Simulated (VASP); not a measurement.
Here is a VASP 6.6.1 calculation.

File INCAR:

```
SYSTEM = Hg
PREC = Accurate
ENCUT = 520
EDIFF = 1E-6
ISMEAR = 0
SIGMA = 0.15
LREAL = .False.
LASPH = .True.
NELM = 100
ALGO = Fast
ISIF = 2
LWAVE = .False.
LCHARG = .True.
GGA = PS
IVDW = 12
LELF = .True.
LVHAR = .True.
NBANDS = 19
```

File KPOINTS:

```
Automatic mesh
0
Gamma
  18 18 10
  0 0 0
```

POSCAR

```
Hg
1.0
    3.1955679486      0.0000000000      0.0000000000
   -1.5977839743      2.7674430230      0.0000000000
    0.0000000000      0.0000000000      5.1219237309
Hg
2
Direct
    0.6666666667      0.3333333333      0.7500000000
    0.3333333333      0.6666666667      0.2500000000
```

Potentials or basis: VASP PAW PBE potentials, release 64 (Hg).

Run with:

```sh
$ cat potpaw_PBE.64/Hg/POTCAR > POTCAR
$ mpirun -np 1 vasp_std > vasp.out
```

**Question.** What does it give for the dispersion energy per atom?

**Answer.** -0.441 eV.

**Question.** Estimate the band gap on the k mesh.

**Answer.** Zero (bands 12 and 13 overlap by 1.50 eV).

Stress tensor (GPa, compression positive):
```
-1.03  0.00  0.00
 0.00 -1.03  0.00
 0.00  0.00 -1.44
```

Caveat: the PAW data sets were made with another functional, which shifts forces and pressure a little; spin-orbit coupling is left out, which moves the levels of the heavy elements.
